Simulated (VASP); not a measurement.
Write the native input for VASP 6.6.1 that does the following.

| Property | Result |
| --- | --- |
| Task | single point |
| Functional | r2SCAN |
| Dispersion | D3(BJ) |
| Potentials or basis | VASP PAW PBE potentials, release 64 (C, H, F) |
| Cutoff | 520 eV |
| k mesh | 1 × 1 × 1 |
| Occupations | fermi-dirac, width 0.02 eV |
| Spin | no spin polarisation |
| Dipole correction | no |
| Further INCAR settings | LREAL = Auto; ALGO = Normal; EDIFF = 1e-06; NBANDS = 94 |

The system is H6C3F4.

```
C H F
1.0
     7.90566    0.00000    0.00000
     0.00000    7.90566    0.00000
     0.00000    0.00000    7.90566
C H F
9 18 12
Direct
  0.88370 0.72279 0.02289
  0.89056 0.57661 0.15213
  0.86055 0.32559 0.74347
  0.77792 0.34668 0.56714
  0.95253 0.88309 0.52744
  0.11231 0.77057 0.52467
  0.42630 0.60409 0.99780
  0.33007 0.09134 0.93683
  0.30105 0.24584 0.40730
  0.99453 0.71974 0.94673
  0.77035 0.71317 0.94533
  0.90669 0.84756 0.07801
  0.77000 0.54484 0.20139
  0.94268 0.46554 0.09249
  0.97663 0.61150 0.25650
  0.95729 0.42120 0.75615
  0.77543 0.33577 0.85689
  0.92579 0.20249 0.75047
  0.69711 0.24079 0.54233
  0.70945 0.46706 0.57879
  0.86704 0.35323 0.46129
  0.89814 0.87724 0.65413
  0.98500 0.01601 0.50406
  0.86243 0.83583 0.43148
  0.16440 0.78957 0.40317
  0.19800 0.82808 0.61350
  0.09004 0.64110 0.55367
  0.50421 0.74281 0.04115
  0.30870 0.57050 0.11248
  0.36144 0.62900 0.84413
  0.53090 0.47133 0.99349
  0.44991 0.11368 0.05378
  0.22801 0.97007 0.99845
  0.25276 0.23745 0.90588
  0.40234 0.03694 0.79645
  0.36872 0.09669 0.43234
  0.17801 0.23062 0.29708
  0.23693 0.30954 0.54963
  0.42497 0.35400 0.35067
```

One way to write it, as run:

POSCAR

```
H6C3F4
1.0
    7.9056630000      0.0000000000      0.0000000000
    0.0000000000      7.9056630000      0.0000000000
    0.0000000000      0.0000000000      7.9056630000
C H F
9 18 12
Direct
    0.8836956496      0.7227856791      0.0228949805
    0.8905641437      0.5766119806      0.1521314531
    0.8605476859      0.3255893908      0.7434670565
    0.7779233696      0.3466755413      0.5671377594
   -0.0474722993      0.8830884899      0.5274446938
    0.1123118959      0.7705742074      0.5246745276
    0.4263020065      0.6040859571      0.9978037263
    0.3300671936      0.0913395878      0.9368347727
    0.3010500195      0.2458364340      0.4073029675
    0.9945275937      0.7197372314     -0.0532656148
    0.7703465225      0.7131723171     -0.0546696716
    0.9066918233      0.8475569981      0.0780073727
    0.7700049952      0.5448372894      0.2013872840
    0.9426786849      0.4655397024      0.0924906614
    0.9766290316      0.6114983652      0.2564996762
    0.9572884652      0.4212043949      0.7561541644
    0.7754314850      0.3357719650      0.8568920785
    0.9257920556      0.2024877610      0.7504746914
    0.6971078833      0.2407894189      0.5423327556
    0.7094534639      0.4670576016      0.5787876362
    0.8670367052      0.3532278064      0.4612895844
   -0.1018636894      0.8772445777      0.6541260360
   -0.0150019043      1.0160058682      0.5040563960
   -0.1375722694      0.8358312263      0.4314755132
    0.1644011388      0.7895732464      0.4031666920
    0.1979973090      0.8280772909      0.6134969325
    0.0900367243      0.6410974007      0.5536664034
    0.5042081860      0.7428093001      1.0411523992
    0.3087027616      0.5705024360      1.1124810152
    0.3614371116      0.6290048033      0.8441290756
    0.5308979146      0.4713330179      0.9934903625
    0.4499053400      0.1136780052      1.0537762614
    0.2280137668     -0.0299279137      0.9984488335
    0.2527555247      0.2374500406      0.9058822770
    0.4023444966      0.0369355486      0.7964543897
    0.3687230280      0.0966901827      0.4323356561
    0.1780116355      0.2306194939      0.2970781831
    0.2369314250      0.3095376061      0.5496313212
    0.4249738447      0.3539994052      0.3506726760
```

INCAR.step1

```
SYSTEM = H6C3F4
PREC = Accurate ; ENCUT = 520
ISMEAR = -1 ; SIGMA = 0.02
LREAL = Auto ; LASPH = .TRUE.
NELM = 60 ; NBANDS = 94
GGA = PE ; ALGO = Normal
EDIFF = 1E-4 ; LWAVE = .TRUE.
LCHARG = .FALSE.
```

INCAR.step2

```
SYSTEM = H6C3F4
PREC = Accurate ; ENCUT = 520
EDIFF = 1E-6 ; ISMEAR = -1
SIGMA = 0.02 ; LREAL = Auto
LASPH = .TRUE. ; NELM = 60
ALGO = Normal ; ISIF = 2
LWAVE = .FALSE. ; LCHARG = .FALSE.
METAGGA = R2SCAN ; LMIXTAU = .TRUE.
IVDW = 12 ; VDW_S6 = 1.0
VDW_S8 = 0.78981345 ; VDW_A1 = 0.49484001
VDW_A2 = 5.73083694 ; NBANDS = 94
ISTART = 1
```

KPOINTS

```
regular mesh
0
G
  1 1 1
  0 0 0
```

Potentials or basis: VASP PAW PBE potentials, release 64 (C, H, F).

The run is started by

```bash
$ cat potpaw_PBE.64/C/POTCAR potpaw_PBE.64/H/POTCAR potpaw_PBE.64/F/POTCAR > POTCAR
$ cp INCAR.step1 INCAR
$ mpirun -np 1 vasp_gam > vasp.out
$ cp INCAR.step2 INCAR
$ mpirun -np 1 vasp_gam > vasp.out
```

It gave:

- Pressure: 0.6 GPa
- Largest force: 2.218 eV/Å
- Band gap on the k mesh: 7.42 eV
- Dispersion energy per atom: -0.017 eV

Caveat: the k points lie up to 0.79 Å⁻¹ apart; the PAW data sets were made with another functional, which shifts forces and pressure a little.

Wall time 2.9 min on 1 thread of Intel(R) Xeon(R) 6975P-C (Granite Rapids) (shared host), peak memory 0.54 GiB.
